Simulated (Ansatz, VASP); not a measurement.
## SnS2 in VASP and in Ansatz

```xyz
3
Lattice="3.6390 0.0000 0.0000 -1.8195 3.1515 0.0000 0.0000 0.0000 5.8680" Properties=species:S:1:pos:R:3 pbc="T T T"
Sn    0.0000    0.0000    0.0000
S     0.0000    2.1010    1.4670
S     1.8195    1.0505    4.4010
```

Alike in both runs: task relaxation of cell and atoms; functional PBE; k mesh 6 × 6 × 4; no spin polarisation.

|  | VASP | Ansatz |
| --- | --- | --- |
| version | VASP 6.6.1 | Ansatz 0.2.0 |
| potentials or method | VASP PAW PBE potentials, release 64 (Sn_d, S) | plane waves, PAW |
| plane-wave cutoff (eV) | 500 | 420 |
| occupations | gaussian, width 0.01 eV | fixed |
| valence electrons in the cell | 26 | 26 |

Ansatz gave:

| Property | Result |
| --- | --- |
| relaxed volume (Å³/atom) | 27.48 |
| relaxed cell length with the largest relative difference (Å) | 6.937 |

Question: Estimate VASP's values.

Answer: Relaxed volume (Å³/atom): 26.77; relaxed cell length with the largest relative difference (Å): 6.768.

Noted on VASP's run: the volume moved by over 15 % at a fixed basis, so the end points are rough.
